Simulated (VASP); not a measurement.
# BP (I-4m2) in VASP: notebook, part 2 of 2

VASP 6.6.1. Earlier steps stand in the parts before.

## 4. Single point, PBE (11.76 Å³/atom)

This run uses another cell than the first one, of 11.76 Å³/atom.

INCAR

```
ALGO = Normal
EDIFF = 1E-6
ENCUT = 520
GGA = PE
ISIF = 2
ISMEAR = 0
LASPH = T
LCHARG = T
LELF = T
LREAL = F
LVHAR = T
LWAVE = F
NBANDS = 11
NELM = 100
PREC = Accurate
SIGMA = 0.05
```

KPOINTS

```
k-points
0
Gamma
  12 12 12
```

POSCAR

```
BP
1.0
    0.0000000000      2.3358775219      2.2438785033
    2.2438785033      0.0000000000      2.2438785033
    2.2438785033      2.3358775219      0.0000000000
B P
1 1
Direct
    0.0000000000      0.0000000000      0.0000000000
    0.7500000000      0.7500000000      0.7500000000
```

Potentials or basis: VASP PAW PBE potentials, release 64 (B, P).

Run with:

```
$ cat potpaw_PBE.64/B/POTCAR potpaw_PBE.64/P/POTCAR > POTCAR
$ mpirun -np 1 vasp_std > vasp.out
```

OUTCAR:

```text
EDIFF = 1E-6
   ENCUT = 520
   GGA = PE
   ISIF = 2
   ISMEAR = 0
   LASPH = T
   LREAL = F
   NELM = 100
   PREC = Accurate

 ion  position               nearest neighbor table
   1  0.000  0.000  0.000-   2 1.97   2 1.97   2 1.97   2 1.97
   2  0.750  0.750  0.750-   1 1.97   1 1.97   1 1.97   1 1.97

  LATTYP: Found a body centered tetragonal cell.
 ALAT       =     3.1733234117
 C/A-ratio  =     1.4721963184

  Lattice vectors:

 A1 = (   0.0000000000,  -2.3358775219,   2.2438785033)
 A2 = (   0.0000000000,  -2.3358775219,  -2.2438785033)
 A3 = (   2.2438785033,   2.3358775219,   0.0000000000)

Analysis of symmetry for initial positions (statically):
=====================================================================
 Subroutine PRICEL returns:
 Original cell was already a primitive cell.

 Routine SETGRP: Setting up the symmetry group for a
 body centered tetragonal supercell.

 Subroutine GETGRP returns: Found  8 space group operations
 (whereof  8 operations were pure point group operations)
 out of a pool of 16 trial point group operations.

The static configuration has the point symmetry D_2d.

Analysis of symmetry for dynamics (positions and initial velocities):
=====================================================================
 Subroutine PRICEL returns:
 Original cell was already a primitive cell.

 Routine SETGRP: Setting up the symmetry group for a
 body centered tetragonal supercell.

 Subroutine GETGRP returns: Found  8 space group operations
 (whereof  8 operations were pure point group operations)
 out of a pool of 16 trial point group operations.

The dynamic configuration has the point symmetry D_2d.

 Subroutine INISYM returns: Found  8 space group operations
 (whereof  8 operations are pure point group operations),
 and found     1 'primitive' translations

----------------------------------------------------------------------------------------

                                     Primitive cell

  volume of cell :      23.5222

  direct lattice vectors                    reciprocal lattice vectors
     0.000000000  2.335877522  2.243878503    -0.222828464  0.214052319  0.222828464
     2.243878503  0.000000000  2.243878503     0.222828464 -0.214052319  0.222828464
     2.243878503  2.335877522  0.000000000     0.222828464  0.214052319 -0.222828464

  length of vectors
     3.239029876  3.173323412  3.239029876     0.380950710  0.380950710  0.380950710

  position of ions in fractional coordinates (direct lattice)
     0.000000000  0.000000000  0.000000000
     0.750000000  0.750000000  0.750000000

  ion indices of the primitive-cell ions
   primitive index   ion index
                 1           1
                 2           2

----------------------------------------------------------------------------------------

 KPOINTS: k-points

Automatic generation of k-mesh.
 Grid dimensions read from file:
 generate k-points for:   12   12   12

 Generating k-lattice:

  Cartesian coordinates                     Fractional coordinates (reciprocal lattice)
    -0.018569039  0.017837693  0.018569039     0.083333333  0.000000000 -0.000000000
     0.018569039 -0.017837693  0.018569039     0.000000000  0.083333333  0.000000000
     0.018569039  0.017837693 -0.018569039    -0.000000000  0.000000000  0.083333333

  Length of vectors
     0.031745893  0.031745893  0.031745893

  Shift w.r.t. Gamma in fractional coordinates (k-lattice)
     0.000000000  0.000000000  0.000000000

 Subroutine IBZKPT returns following result:
 ===========================================

 Found    163 irreducible k-points:

 Following reciprocal coordinates:
            Coordinates               Weight
  0.000000  0.000000  0.000000      1.000000
  0.083333  0.000000 -0.000000      8.000000
  0.166667  0.000000 -0.000000      8.000000
  0.250000  0.000000 -0.000000      8.000000
  0.333333  0.000000 -0.000000      8.000000
  0.416667  0.000000 -0.000000      8.000000
[... 16 lines left out ...]
  0.500000  0.166667 -0.000000     16.000000
 -0.416667  0.166667  0.000000     16.000000
 [... further k-points ...]
   k-points           NKPTS =    163   k-points in BZ     NKDIM =    163   number of bands    NBANDS=     11
   number of dos      NEDOS =    301   number of ions     NIONS =      2
   total plane-waves  NPLWV =  13824
   dimension x,y,z NGX =    24 NGY =   24 NGZ =   24
   dimension x,y,z NGXF=    48 NGYF=   48 NGZF=   48
   ions per type =               1   1
   NGX,Y,Z   is equivalent  to a cutoff of  12.32, 12.57, 12.32 a.u.
   NGXF,Y,Z  is equivalent  to a cutoff of  24.64, 25.15, 24.64 a.u.
 SYSTEM =  unknown system
   PREC   = accura    normal or accurate (medium, high low for compatibility)
   ISTART =      0    job   : 0-new  1-cont  2-samecut
   ICHARG =      2    charge: 1-file 2-atom 10-const
   ISPIN  =      1    spin polarized calculation?
   LNONCOLLINEAR =      F non collinear calculations
   LSORBIT =      F    spin-orbit coupling
   LASPH  =      T    aspherical Exc in radial PAW
   ENCUT  =  520.0 eV  38.22 Ry    6.18 a.u.   6.02  5.90  6.02*2*pi/ulx,y,z
   NELM   =    100;   NELMIN=  2; NELMDL= -5     # of ELM steps
   EDIFF  = 0.1E-05   stopping-criterion for ELM
   LREAL  =      F    real-space projection
   EDIFFG = 0.1E-04   stopping-criterion for IOM
   NSW    =      0    number of steps for IOM
   IBRION =     -1    ionic relax: 0-MD 1-quasi-New 2-CG
   NFREE  =      0    steps in history (QN), initial steepest desc. (CG)
   ISIF   =      2    stress and relaxation
   ISYM   =      2    0-nonsym 1-usesym 2-fastsym
   POTIM  = 0.5000    time-step for ionic-motion
   TEBEG  =    0.0;   TEEND  =   0.0 temperature during run
   PSTRESS=    0.0 pullay stress
   NELECT =       8.0000    total number of electrons
   NUPDOWN=      -1.0000    fix difference up-down
   EMIN   =  10.00;   EMAX   =-10.00  energy-range for DOS
   EFERMI =   0.00;   METHOD = LEGACY
   ISMEAR =     0;   SIGMA  =   0.05  broadening in eV -4-tet -1-fermi 0-gaus
   EFERMI_NEDOS =   21; number of points for ismear=-14 and -15
   IALGO  =     38    algorithm
   IMIX   =      4    mixing-type and parameters
     AMIX     =   0.40;   BMIX     =  1.00
     AMIX_MAG =   1.60;   BMIX_MAG =  1.00
  volume/ion in A,a.u.               =      11.76        79.37
  Fermi-wavevector in a.u.,A,eV,Ry     =   1.142734  2.159455 17.767053  1.305842
  Thomas-Fermi vector in A             =   2.279431
   LORBIT       =      0    0 simple, 1 ext, 2 COOP (PROOUT), +10 PAW based schemes
   GGA     = PE    functional components
   LHFCALC =     F    Hartree Fock is set to
   AEXX    =    0.0000 exact exchange contribution
   IVDW    =     0    specifies the selected vdW correction
   LEPSILON=     F    determine dielectric tensor
   LRPA    =     F    only Hartree local field effects (RPA)
 non-spin polarized calculation
 Gauss-broadening in eV      SIGMA  =   0.05
  energy-cutoff  :      520.00
  volume of cell :       23.52
 maximum number of plane-waves:       652
   NGX = 13   NGY = 11   NGZ = 13

 number of electron       8.0000000 magnetization

 Free energy of the ion-electron system (eV)
  ---------------------------------------------------
  ext. energy  EPLUGINS =         0.00000000
  ---------------------------------------------------
  free energy    TOTEN  =       -12.90934328 eV

  energy without entropy =      -12.90934328  energy(sigma->0) =      -12.90934328

 E-fermi :   7.7151     XC(G=0): -10.8801

 val. band max:        7.4931127165   @ k =   0.0000   0.0000   0.0000
 cond. band min:       8.4369303524   @ k =   0.4167   0.4167   0.0000
 fundamental gap:      0.9438176359
 Fermi energy:         7.7151292489

 k-point     1 :       0.0000    0.0000    0.0000
  band No.  band energies     occupation
      1      -8.0455      2.00000
      2       7.0819      2.00000
      3       7.4931      2.00000
      4       7.4931      2.00000
      5      10.6807      0.00000
      6      10.6807      0.00000
      7      10.9033      0.00000
      8      14.5956      0.00000
      9      18.7990      0.00000
     10      18.9312      0.00000
     11      19.9974      0.00000
[... 309 lines left out ...]
 k-point    24 :      -0.4167    0.1667    0.0000
  band No.  band energies     occupation
      1      -4.4236      2.00000
      2      -1.1519      2.00000
      3       3.5934      2.00000
      4       4.9256      2.00000
      5      10.7334      0.00000
      6      13.1700      0.00000
      7      14.0025      0.00000
      8      17.6071      0.00000
      9      19.0788      0.00000
     10      20.3335      0.00000
     11      23.5820      0.00000

 [... further k-points ...]

------------------------ aborting loop because EDIFF is reached ----------------------------------------

  FORCE on cell =-STRESS in cart. coord.  units (eV):
  Direction    XX          YY          ZZ          XY          YZ          ZX
  --------------------------------------------------------------------------------------
  -------------------------------------------------------------------------------------
  Total        0.5183339     -1.1391984      0.5183339      0.0000000     -0.0000000      0.0000000
  in kB       35.3054246    -77.5945489     35.3054246      0.0000000     -0.0000000      0.0000000
  external PRESSURE =      -2.3278999 kB  Pullay stress =       0.0000000 kB

 VOLUME and BASIS-vectors are now :
 -----------------------------------------------------------------------------
  energy-cutoff  :      520.00
  volume of cell :       23.52
      direct lattice vectors                 reciprocal lattice vectors
     0.000000000  2.335877522  2.243878503    -0.222828464  0.214052319  0.222828464
     2.243878503  0.000000000  2.243878503     0.222828464 -0.214052319  0.222828464
     2.243878503  2.335877522  0.000000000     0.222828464  0.214052319 -0.222828464

 POSITION                                       TOTAL-FORCE (eV/Angst)
 -----------------------------------------------------------------------------------
      0.00000      0.00000      0.00000         0.000000      0.000000      0.000000
      3.36582      3.50382      3.36582        -0.000000     -0.000000     -0.000000
 -----------------------------------------------------------------------------------
    total drift:                               -0.000000     -0.000000     -0.000000

  FREE ENERGIE OF THE ION-ELECTRON SYSTEM (eV)
  ---------------------------------------------------
  free  energy   TOTEN  =       -12.9093432755 eV

  energy  without entropy=      -12.9093432755  energy(sigma->0) =      -12.90934328
```

OSZICAR:

```text
N       E                     dE             d eps       ncg     rms          rms(c)
DAV:   1     0.924308932711E+01    0.92431E+01   -0.39212E+03  3602   0.654E+02
DAV:   2    -0.129649087737E+02   -0.22208E+02   -0.21081E+02  4812   0.108E+02
DAV:   3    -0.135975066947E+02   -0.63260E+00   -0.63117E+00  4563   0.160E+01
DAV:   4    -0.135998529771E+02   -0.23463E-02   -0.23460E-02  4144   0.115E+00
DAV:   5    -0.135998649317E+02   -0.11955E-04   -0.11955E-04  4449   0.813E-02    0.713E+00
DAV:   6    -0.130047762346E+02    0.59509E+00   -0.13709E+00  4081   0.504E+00    0.384E+00
DAV:   7    -0.129165877879E+02    0.88188E-01   -0.22472E-01  4500   0.236E+00    0.132E+00
DAV:   8    -0.129088185042E+02    0.77693E-02   -0.26413E-02  4193   0.924E-01    0.191E-01
DAV:   9    -0.129091374934E+02   -0.31899E-03   -0.71627E-04  4245   0.180E-01    0.121E-01
DAV:  10    -0.129093320800E+02   -0.19459E-03   -0.24869E-04  4040   0.990E-02    0.283E-02
DAV:  11    -0.129093423826E+02   -0.10303E-04   -0.11070E-05  4552   0.220E-02    0.327E-02
DAV:  12    -0.129093434037E+02   -0.10211E-05   -0.46865E-06  4063   0.106E-02    0.137E-02
DAV:  13    -0.129093432755E+02    0.12824E-06   -0.12453E-07  2078   0.233E-03
   1 F= -.12909343E+02 E0= -.12909343E+02  d E =-.893497E-13
```

stdout:

```text
POSCAR found type information on POSCAR B P
 POSCAR found :  2 types and       2 ions
 scaLAPACK will be used
 LDA part: xc-table for (Slater+PW92), standard interpolation
 POSCAR, INCAR and KPOINTS ok, starting setup
 FFT: planning ... GRIDC
 FFT: planning ... GRID_SOFT
 FFT: planning ... GRID
 WAVECAR not read
 entering main loop
```

Run time: 29 s. Hardware: 1 thread of Intel Xeon 8259CL, shared host; peak memory 0.16 GiB.

What came out:

| Quantity | Value |
| --- | --- |
| Free energy | -12.9093 eV |
| Pressure | -0.2 GPa |
| Band gap on the k mesh | 0.94 eV (least direct gap 3.19 eV) |

Stress tensor (GPa, compression positive):
```
 3.53  0.00  0.00
 0.00 -7.76  0.00
 0.00  0.00  3.53
```

A k mesh can miss the band edges. PBE gaps usually lie below the measured ones, often by a third to a half.

## 5. Single point, PBE (12.07 Å³/atom)

This run uses another cell than the first one, of 12.07 Å³/atom.

INCAR

```
PREC = Accurate ; ENCUT = 520
EDIFF = 1E-6 ; ISMEAR = 0
SIGMA = 0.05 ; LREAL = False
LASPH = True ; NELM = 100
ALGO = Normal ; ISIF = 2
LWAVE = False ; LCHARG = True
GGA = PE ; LELF = True
LVHAR = True ; NBANDS = 11
```

KPOINTS

```
regular mesh
0
Gamma
  12 12 12
```

POSCAR

```
BP
1.0
    0.0000000000      2.3564751600      2.2636648991
    2.2636648991      0.0000000000      2.2636648991
    2.2636648991      2.3564751600      0.0000000000
B P
1 1
Direct
    0.0000000000      0.0000000000      0.0000000000
    0.7500000000      0.7500000000      0.7500000000
```

Run with:

```
$ cat potpaw_PBE.64/B/POTCAR potpaw_PBE.64/P/POTCAR > POTCAR
$ mpirun -np 1 vasp_std > vasp.out
```

It took 32 s on 1 thread of Intel Xeon 8259CL, shared host; peak memory 0.17 GiB.

It converged, with:

```
Free energy            : -12.9007 eV
Pressure               : -4.3 GPa
Band gap on the k mesh : 0.98 eV (least direct gap 3.15 eV)
```

Stress tensor (GPa, compression positive):
```
 -0.59   0.00   0.00
  0.00 -11.61   0.00
  0.00   0.00  -0.59
```

Levels at points of the mesh, in eV from the valence-band top:
| k point | band 2 | band 3 | band 4 | band 5 | band 6 | band 7 |
| --- | --- | --- | --- | --- | --- | --- |
| (0.00, 0.00, 0.00) | -0.41 | 0.00 | 0.00 | 3.15 | 3.15 | 3.38 |
| (0.50, 0.00, 0.00) | -8.93 | -2.11 | -1.59 | 3.26 | 4.56 | 4.74 |
| (0.50, 0.50, 0.00) | -8.43 | -4.30 | -4.22 | 1.12 | 1.38 | 11.23 |
| (0.50, 0.00, 0.50) | -8.78 | -3.86 | -3.86 | 1.56 | 1.92 | 11.67 |

Caveat: the cell stands under tension. As with any semilocal functional, this PBE gap is likely too small.

## 6. Overview

```csv
cell,gap on the mesh (eV),pressure (GPa)
"a = 3.180, b = 3.116 Å, angles 60.7, 58.7, 60.7°, 2 atoms",0.86,9.5
"a = 3.210, b = 3.145 Å, angles 60.7, 58.7, 60.7°, 2 atoms",0.90,4.3
"a = 3.239, b = 3.173 Å, angles 60.7, 58.7, 60.7°, 2 atoms",0.94,-0.2
"a = 3.268, b = 3.201 Å, angles 60.7, 58.7, 60.7°, 2 atoms",0.98,-4.3
```

Alike in all rows: task single point; level PBE; potentials or basis VASP PAW PBE potentials, release 64 (B, P); no spin polarisation; k mesh 12 × 12 × 12; cutoff (eV) 520; smearing gaussian 0.05 eV.

Caveats: the cell stands under pressure (at least some runs); the cell stands under tension (at least some runs).

Absolute energies hang on the potentials; compare differences alone.
